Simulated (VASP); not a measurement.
Here is a VASP 6.6.1 calculation.

Contents of INCAR:

```
SYSTEM = Ba2SO
PREC = Accurate
ENCUT = 520
EDIFF = 1E-6
ISMEAR = 0
SIGMA = 0.01
LREAL = .False.
LASPH = .True.
NELM = 100
ALGO = Normal
ISIF = 2
LWAVE = .False.
LCHARG = .False.
GGA = PE
NBANDS = 24
```

File KPOINTS:

```
regular mesh
0
Gamma
  6 6 4
  0 0 0
```

POSCAR

```
Ba2SO
1.0
    4.2157577008      0.0000000000      0.0000000000
    0.0000000000      4.2157577008      0.0000000000
    0.0000000000      0.0000000000      5.9677751390
O Ba S
1 2 1
Direct
    0.0000000000      0.0000000000      0.0000000000
    0.0000000000      0.0000000000      0.5000000000
    0.5000000000      0.5000000000      0.0000000000
    0.5000000000      0.5000000000      0.5000000000
```

Potentials or basis: VASP PAW PBE potentials, release 64 (O, Ba_sv, S).

Run with:

```bash
$ cat potpaw_PBE.64/O/POTCAR potpaw_PBE.64/Ba_sv/POTCAR potpaw_PBE.64/S/POTCAR > POTCAR
$ mpirun -np 1 vasp_std > vasp.out
```

Problem. Predict the pressure.

Solution. 4.5 GPa.

Problem. What does it give for the band gap on the k mesh?

Solution. 1.51 eV, indirect (the least direct gap lies 3.7 meV higher).

Caveat: spin-orbit coupling is left out, which moves the levels of the heavy elements. A k mesh can miss the band edges.
